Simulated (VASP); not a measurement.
AlN: single point with r2SCAN

AlN:

```
Al N
1.0
     0.00000    2.21767    2.21767
     2.21767    0.00000    2.21767
     2.21767    2.21767    0.00000
Al N
1 1
Direct
  0.00000 0.00000 0.00000
  0.75000 0.75000 0.75000
```

This cell differs from its parent crystal: strain +0.015 along x and y, +0.015 along z.

```
Program                : VASP 6.6.1
Task                   : single point
Functional             : r2SCAN
Potentials or basis    : VASP PAW PBE potentials, release 64 (Al, N)
Cutoff                 : 520 eV
k mesh                 : 10 × 10 × 10
Occupations            : gaussian, width 0.05 eV
Spin                   : no spin polarisation
Dipole correction      : no
Further INCAR settings : ALGO = Normal; EDIFF = 1e-07; NBANDS = 11
```

```
Pressure               : -9.0 GPa
Band gap on the k mesh : 3.90 eV, indirect (least direct gap 4.47 eV)
```

Levels at points of the mesh, in eV from the valence-band top:
```tsv
k point	band 1	band 2	band 3	band 4	band 5	band 6	band 7	band 8
(0.00, 0.00, 0.00)	-15.48	0.00	0.00	0.00	4.47	13.06	13.06	13.06
(0.50, 0.00, 0.00)	-13.60	-5.70	-0.48	-0.48	7.78	10.49	11.65	11.65
(0.50, 0.50, 0.00)	-13.01	-4.81	-1.76	-1.76	3.90	9.18	14.56	16.36
```

Run time: 21 s on 1 thread of Intel(R) Xeon(R) Platinum 8559C (Emerald Rapids) (shared host), peak memory 0.14 GiB.

Caveat: the cell differs from its parent crystal (strain +0.015 along x and y, +0.015 along z); the PAW data sets were made with another functional, which shifts forces and pressure a little. A k mesh can miss the band edges.
